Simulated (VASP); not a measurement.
# SnTe (F-43m) in VASP: notebook

Runs on SnTe. Level: LDA. Tasks: single point.

Program: VASP 6.6.1. These are calculated values, not measurements. Logs are shortened: lines on timing, memory, paths and dates and some standing lists are left out, and cuts for length are marked.

### Step 1. The cell of the first run

Symmetry: F-43m, No. 216, cubic system. Conventional cell: a = 7.222 Å, b = 7.222 Å, c = 7.222 Å, α = 90.00°, β = 90.00°, γ = 90.00°. Sn (site symmetry -43m) has 4 Te at 3.13 Å within 4.1 Å. Within 4.1 Å of Te (site symmetry -43m) lie 4 Sn at 3.13 Å.

### Step 2. Single point, LDA

Contents of INCAR:

```
SYSTEM = SnTe
PREC = Accurate
ENCUT = 520
EDIFF = 1E-6
ISMEAR = 0
SIGMA = 0.01
LREAL = .FALSE.
LASPH = .TRUE.
NELM = 80
ALGO = Normal
ISIF = 2
LWAVE = .FALSE.
LCHARG = .FALSE.
NBANDS = 17
```

Contents of KPOINTS:

```
regular mesh
0
G
  5 5 5
  0 0 0
```

Contents of POSCAR:

```
SnTe
1.0
    0.0000000000      3.6111460000      3.6111460000
    3.6111460000      0.0000000000      3.6111460000
    3.6111460000      3.6111460000      0.0000000000
Sn Te
1 1
Direct
    0.0000000000      0.0000000000      0.0000000000
    0.7500000000      0.7500000000      0.7500000000
```

Potentials or basis: VASP PAW LDA potentials, release 64 (Sn_d, Te).

Started as:

```bash
cat potpaw_LDA.64/Sn_d/POTCAR potpaw_LDA.64/Te/POTCAR > POTCAR
mpirun -np 1 vasp_std > vasp.out
```

OUTCAR:

```text
SYSTEM = SnTe
   PREC = Accurate
   ENCUT = 520
   EDIFF = 1E-6
   ISMEAR = 0
   LREAL = .FALSE.
   LASPH = .TRUE.
   NELM = 80
   ISIF = 2

 ion  position               nearest neighbor table
   1  0.000  0.000  0.000-   2 3.13   2 3.13   2 3.13   2 3.13
   2  0.750  0.750  0.750-   1 3.13   1 3.13   1 3.13   1 3.13

  LATTYP: Found a face centered cubic cell.
 ALAT       =     7.2222920000

  Lattice vectors:

 A1 = (   0.0000000000,   3.6111460000,   3.6111460000)
 A2 = (   3.6111460000,   0.0000000000,   3.6111460000)
 A3 = (   3.6111460000,   3.6111460000,   0.0000000000)

Analysis of symmetry for initial positions (statically):
=====================================================================
 Subroutine PRICEL returns:
 Original cell was already a primitive cell.

 Routine SETGRP: Setting up the symmetry group for a
 face centered cubic supercell.

 Subroutine GETGRP returns: Found 24 space group operations
 (whereof 24 operations were pure point group operations)
 out of a pool of 48 trial point group operations.

The static configuration has the point symmetry T_d .

Analysis of symmetry for dynamics (positions and initial velocities):
=====================================================================
 Subroutine PRICEL returns:
 Original cell was already a primitive cell.

 Routine SETGRP: Setting up the symmetry group for a
 face centered cubic supercell.

 Subroutine GETGRP returns: Found 24 space group operations
 (whereof 24 operations were pure point group operations)
 out of a pool of 48 trial point group operations.

The dynamic configuration has the point symmetry T_d .

 Subroutine INISYM returns: Found 24 space group operations
 (whereof 24 operations are pure point group operations),
 and found     1 'primitive' translations

----------------------------------------------------------------------------------------

                                     Primitive cell

  volume of cell :      94.1814

  direct lattice vectors                    reciprocal lattice vectors
     0.000000000  3.611146000  3.611146000    -0.138460201  0.138460201  0.138460201
     3.611146000  0.000000000  3.611146000     0.138460201 -0.138460201  0.138460201
     3.611146000  3.611146000  0.000000000     0.138460201  0.138460201 -0.138460201

  length of vectors
     5.106931649  5.106931649  5.106931649     0.239820102  0.239820102  0.239820102

  position of ions in fractional coordinates (direct lattice)
     0.000000000  0.000000000  0.000000000
     0.750000000  0.750000000  0.750000000

  ion indices of the primitive-cell ions
   primitive index   ion index
                 1           1
                 2           2

----------------------------------------------------------------------------------------

 KPOINTS: regular mesh

Automatic generation of k-mesh.
 Grid dimensions read from file:
 generate k-points for:    5    5    5

 Generating k-lattice:

  Cartesian coordinates                     Fractional coordinates (reciprocal lattice)
    -0.027692040  0.027692040  0.027692040     0.200000000  0.000000000  0.000000000
     0.027692040 -0.027692040  0.027692040     0.000000000  0.200000000  0.000000000
     0.027692040  0.027692040 -0.027692040     0.000000000  0.000000000  0.200000000

  Length of vectors
     0.047964020  0.047964020  0.047964020

  Shift w.r.t. Gamma in fractional coordinates (k-lattice)
     0.000000000  0.000000000  0.000000000

 Subroutine IBZKPT returns following result:
 ===========================================

 Found     10 irreducible k-points:

 Following reciprocal coordinates:
            Coordinates               Weight
  0.000000  0.000000  0.000000      1.000000
  0.200000  0.000000  0.000000      8.000000
  0.400000  0.000000  0.000000      8.000000
  0.200000  0.200000  0.000000      6.000000
  0.400000  0.200000  0.000000     24.000000
 -0.400000  0.200000  0.000000     24.000000
 -0.200000  0.200000  0.000000     12.000000
  0.400000  0.400000  0.000000      6.000000
 -0.400000  0.400000  0.000000     12.000000
 -0.400000  0.400000  0.200000     24.000000
   k-points           NKPTS =     10   k-points in BZ     NKDIM =     10   number of bands    NBANDS=     17
   number of dos      NEDOS =    301   number of ions     NIONS =      2
   total plane-waves  NPLWV =  64000
   dimension x,y,z NGX =    40 NGY =   40 NGZ =   40
   dimension x,y,z NGXF=    80 NGYF=   80 NGZF=   80
   ions per type =               1   1
   NGX,Y,Z   is equivalent  to a cutoff of  13.02, 13.02, 13.02 a.u.
   NGXF,Y,Z  is equivalent  to a cutoff of  26.04, 26.04, 26.04 a.u.
 SYSTEM =  SnTe
   PREC   = accura    normal or accurate (medium, high low for compatibility)
   ISTART =      0    job   : 0-new  1-cont  2-samecut
   ICHARG =      2    charge: 1-file 2-atom 10-const
   ISPIN  =      1    spin polarized calculation?
   LNONCOLLINEAR =      F non collinear calculations
   LSORBIT =      F    spin-orbit coupling
   LASPH  =      T    aspherical Exc in radial PAW
   ENCUT  =  520.0 eV  38.22 Ry    6.18 a.u.   9.50  9.50  9.50*2*pi/ulx,y,z
   NELM   =     80;   NELMIN=  2; NELMDL= -5     # of ELM steps
   EDIFF  = 0.1E-05   stopping-criterion for ELM
   LREAL  =      F    real-space projection
   EDIFFG = 0.1E-04   stopping-criterion for IOM
   NSW    =      0    number of steps for IOM
   IBRION =     -1    ionic relax: 0-MD 1-quasi-New 2-CG
   NFREE  =      0    steps in history (QN), initial steepest desc. (CG)
   ISIF   =      2    stress and relaxation
   ISYM   =      2    0-nonsym 1-usesym 2-fastsym
   POTIM  = 0.5000    time-step for ionic-motion
   TEBEG  =    0.0;   TEEND  =   0.0 temperature during run
   PSTRESS=    0.0 pullay stress
   NELECT =      20.0000    total number of electrons
   NUPDOWN=      -1.0000    fix difference up-down
   EMIN   =  10.00;   EMAX   =-10.00  energy-range for DOS
   EFERMI =   0.00;   METHOD = LEGACY
   ISMEAR =     0;   SIGMA  =   0.01  broadening in eV -4-tet -1-fermi 0-gaus
   EFERMI_NEDOS =   21; number of points for ismear=-14 and -15
   IALGO  =     38    algorithm
   IMIX   =      4    mixing-type and parameters
     AMIX     =   0.40;   BMIX     =  1.00
     AMIX_MAG =   1.60;   BMIX_MAG =  1.00
  volume/ion in A,a.u.               =      47.09       317.78
  Fermi-wavevector in a.u.,A,eV,Ry     =   0.976704  1.845704 12.979296  0.953951
  Thomas-Fermi vector in A             =   2.107344
   LORBIT       =      0    0 simple, 1 ext, 2 COOP (PROOUT), +10 PAW based schemes
   GGA     = CA    functional components
   LHFCALC =     F    Hartree Fock is set to
   AEXX    =    0.0000 exact exchange contribution
   IVDW    =     0    specifies the selected vdW correction
   LEPSILON=     F    determine dielectric tensor
   LRPA    =     F    only Hartree local field effects (RPA)
 non-spin polarized calculation
 Gauss-broadening in eV      SIGMA  =   0.01
  energy-cutoff  :      520.00
  volume of cell :       94.18
 maximum number of plane-waves:      2637
 NGX is ok and might be reduce to    40
   NGX = 19   NGY = 19   NGZ = 19

 number of electron      19.9999999 magnetization

 Free energy of the ion-electron system (eV)
  ---------------------------------------------------
  ext. energy  EPLUGINS =         0.00000000
  ---------------------------------------------------
  free energy    TOTEN  =        -7.99452722 eV

  energy without entropy =       -7.99452722  energy(sigma->0) =       -7.99452722

 E-fermi :   2.7170     XC(G=0):  -7.8055

 val. band max:        2.6627507414   @ k =  -0.4000   0.4000   0.2000
 cond. band min:       2.9918509232   @ k =   0.4000   0.4000   0.0000
 fundamental gap:      0.3291001818
 Fermi energy:         2.7169883409

 k-point     1 :       0.0000    0.0000    0.0000
  band No.  band energies     occupation
      1     -18.7777      2.00000
      2     -18.7777      2.00000
      3     -18.7777      2.00000
      4     -18.7673      2.00000
      5     -18.7673      2.00000
      6      -8.6339      2.00000
      7      -2.3620      2.00000
      8       1.0202      2.00000
      9       1.0202      2.00000
     10       1.0202      2.00000
     11       3.8975      0.00000
     12       3.8975      0.00000
     13       3.8975      0.00000
     14       6.8104      0.00000
     15       9.3662      0.00000
     16       9.3662      0.00000
     17      10.4031      0.00000

 k-point     2 :       0.2000    0.0000    0.0000
  band No.  band energies     occupation
      1     -18.7781      2.00000
      2     -18.7772      2.00000
      3     -18.7772      2.00000
      4     -18.7672      2.00000
      5     -18.7672      2.00000
      6      -8.4728      2.00000
      7      -3.0404      2.00000
      8       0.8004      2.00000
      9       0.8004      2.00000
     10       1.0813      2.00000
     11       4.2579      0.00000
     12       4.2579      0.00000
     13       4.2911      0.00000
     14       7.8403      0.00000
     15       8.7621      0.00000
     16       8.7621      0.00000
     17       9.8503      0.00000

 k-point     3 :       0.4000    0.0000    0.0000
  band No.  band energies     occupation
      1     -18.7788      2.00000
      2     -18.7764      2.00000
      3     -18.7764      2.00000
      4     -18.7671      2.00000
      5     -18.7671      2.00000
      6      -8.1587      2.00000
      7      -3.9757      2.00000
      8       0.5233      2.00000
      9       0.5233      2.00000
     10       0.8759      2.00000
     11       4.6516      0.00000
     12       4.6516      0.00000
     13       5.8073      0.00000
     14       8.2609      0.00000
     15       9.2952      0.00000
     16       9.2952      0.00000
     17       9.7437      0.00000

 k-point     4 :       0.2000    0.2000    0.0000
  band No.  band energies     occupation
      1     -18.7789      2.00000
      2     -18.7767      2.00000
      3     -18.7767      2.00000
      4     -18.7675      2.00000
      5     -18.7670      2.00000
      6      -8.4168      2.00000
      7      -3.2045      2.00000
      8       0.4812      2.00000
      9       0.4812      2.00000
     10       1.7866      2.00000
     11       3.3317      0.00000
     12       4.8452      0.00000
     13       4.8452      0.00000
     14       7.6304      0.00000
     15       8.3103      0.00000
     16       9.7541      0.00000
     17      11.2184      0.00000

 k-point     5 :       0.4000    0.2000    0.0000
  band No.  band energies     occupation
      1     -18.7795      2.00000
      2     -18.7760      2.00000
      3     -18.7759      2.00000
      4     -18.7676      2.00000
      5     -18.7668      2.00000
      6      -8.1394      2.00000
      7      -3.9582      2.00000
      8      -0.0748      2.00000
      9       0.2177      2.00000
     10       2.0429      2.00000
     11       3.7381      0.00000
     12       5.3814      0.00000
     13       5.4880      0.00000
     14       7.9660      0.00000
     15       9.1448      0.00000
     16      10.0690      0.00000
     17      10.7507      0.00000

 k-point     6 :      -0.4000    0.2000    0.0000
  band No.  band energies     occupation
      1     -18.7793      2.00000
      2     -18.7760      2.00000
      3     -18.7759      2.00000
      4     -18.7673      2.00000
      5     -18.7670      2.00000
      6      -8.0123      2.00000
      7      -4.2420      2.00000
      8      -0.4221      2.00000
      9       0.3037      2.00000
     10       1.9811      2.00000
     11       4.5702      0.00000
     12       5.1922      0.00000
     13       5.7394      0.00000
     14       8.0450      0.00000
     15       9.0966      0.00000
     16       9.5164      0.00000
     17      10.5260      0.00000

 k-point     7 :      -0.2000    0.2000    0.0000
  band No.  band energies     occupation
      1     -18.7787      2.00000
      2     -18.7766      2.00000
      3     -18.7764      2.00000
      4     -18.7673      2.00000
      5     -18.7671      2.00000
      6      -8.2505      2.00000
      7      -3.6925      2.00000
      8      -0.0874      2.00000
      9       0.6532      2.00000
     10       1.7373      2.00000
     11       4.3556      0.00000
     12       4.5586      0.00000
     13       5.1204      0.00000
     14       8.2446      0.00000
     15       8.7194      0.00000
     16       9.1136      0.00000
     17      11.1611      0.00000

 k-point     8 :       0.4000    0.4000    0.0000
  band No.  band energies     occupation
      1     -18.7808      2.00000
      2     -18.7751      2.00000
      3     -18.7751      2.00000
      4     -18.7680      2.00000
      5     -18.7665      2.00000
      6      -7.9723      2.00000
      7      -4.3020      2.00000
      8      -0.1009      2.00000
      9      -0.1009      2.00000
     10       2.2130      2.00000
     11       2.9919      0.00000
     12       6.4084      0.00000
     13       6.4084      0.00000
     14       7.6761      0.00000
     15       9.7207      0.00000
     16      10.8712      0.00000
     17      11.5378      0.00000

 k-point     9 :      -0.4000    0.4000    0.0000
  band No.  band energies     occupation
      1     -18.7805      2.00000
      2     -18.7752      2.00000
      3     -18.7751      2.00000
      4     -18.7678      2.00000
      5     -18.7666      2.00000
      6      -7.8843      2.00000
      7      -4.4620      2.00000
      8      -0.5080      2.00000
      9      -0.0586      2.00000
     10       2.3976      2.00000
     11       3.6613      0.00000
     12       6.1217      0.00000
     13       6.2728      0.00000
     14       7.7444      0.00000
     15       9.6082      0.00000
     16       9.8464      0.00000
     17      12.0994      0.00000

 k-point    10 :      -0.4000    0.4000    0.2000
  band No.  band energies     occupation
      1     -18.7799      2.00000
      2     -18.7759      2.00000
      3     -18.7751      2.00000
      4     -18.7676      2.00000
      5     -18.7668      2.00000
      6      -7.9361      2.00000
      7      -4.3602      2.00000
      8      -0.4895      2.00000
      9      -0.0991      2.00000
     10       2.6628      2.00000
     11       4.0149      0.00000
     12       5.2515      0.00000
     13       6.0689      0.00000
     14       7.9833      0.00000
     15       8.9677      0.00000
     16      10.3877      0.00000
     17      11.4317      0.00000

------------------------ aborting loop because EDIFF is reached ----------------------------------------

  FORCE on cell =-STRESS in cart. coord.  units (eV):
  Direction    XX          YY          ZZ          XY          YZ          ZX
  --------------------------------------------------------------------------------------
  -------------------------------------------------------------------------------------
  Total       -1.2601856     -1.2601856     -1.2601856      0.0000000      0.0000000      0.0000000
  in kB      -21.4377866    -21.4377866    -21.4377866      0.0000000      0.0000000      0.0000000
  external PRESSURE =     -21.4377866 kB  Pullay stress =       0.0000000 kB

 VOLUME and BASIS-vectors are now :
 -----------------------------------------------------------------------------
  energy-cutoff  :      520.00
  volume of cell :       94.18
      direct lattice vectors                 reciprocal lattice vectors
     0.000000000  3.611146000  3.611146000    -0.138460201  0.138460201  0.138460201
     3.611146000  0.000000000  3.611146000     0.138460201 -0.138460201  0.138460201
     3.611146000  3.611146000  0.000000000     0.138460201  0.138460201 -0.138460201

 POSITION                                       TOTAL-FORCE (eV/Angst)
 -----------------------------------------------------------------------------------
      0.00000      0.00000      0.00000         0.000000      0.000000      0.000000
      5.41672      5.41672      5.41672        -0.000000     -0.000000     -0.000000
 -----------------------------------------------------------------------------------
    total drift:                                0.000000      0.000000      0.000000

  FREE ENERGIE OF THE ION-ELECTRON SYSTEM (eV)
  ---------------------------------------------------
  free  energy   TOTEN  =        -7.9945272226 eV

  energy  without entropy=       -7.9945272226  energy(sigma->0) =       -7.99452722
```

Wall time 11 s (1 thread of Intel Xeon Platinum 8488C (Sapphire Rapids), shared host); peak memory 0.19 GiB.

What came out:

| Quantity | Value |
| --- | --- |
| Free energy | -7.9945 eV |
| Pressure | -2.1 GPa |
| Band gap on the k mesh | 0.33 eV, indirect (least direct gap 0.78 eV) |

Caveat: spin-orbit coupling is left out, which moves the levels of the heavy elements. A k mesh can miss the band edges.

### Step 3. Single point, LDA, non-collinear spin, zero start, spin-orbit coupling

Contents of INCAR:

```
PREC = Accurate
ENCUT = 520
EDIFF = 1E-7
ISMEAR = 0
SIGMA = 0.01
LREAL = False
LASPH = True
NELM = 150
ALGO = Normal
ISIF = 2
LWAVE = False
LCHARG = True
MAGMOM = 0 0 0 0 0 0
LORBIT = 11
LSORBIT = True
GGA_COMPAT = False
LORBMOM = True
GGA = CA
LVHAR = True
NBANDS = 32
```

Contents of KPOINTS:

```
regular mesh
0
Gamma
  5 5 5
```

POSCAR is that of step 2.

Potentials or basis: VASP PAW LDA potentials, release 64 (Sn_d, Te).

Started as:

```bash
cat potpaw_LDA.64/Sn_d/POTCAR potpaw_LDA.64/Te/POTCAR > POTCAR
mpirun -np 1 vasp_ncl > vasp.out
```

Run time: 1.8 min. Hardware: 1 thread of Intel Xeon Platinum 8488C (Sapphire Rapids), shared host; peak memory 0.4 GiB.

It converged, with:

```
Free energy                                           : -8.1669 eV
Pressure                                              : -2.1 GPa
Net moment                                            : 0.00 μB per cell
Valence electrons inside the program's atomic spheres : Sn 12.07; Te 3.36
```

Moments on the atoms (μB; x, y, z):
```
Sn  0.00 0.00 0.00
Te  0.00 0.00 0.00
```
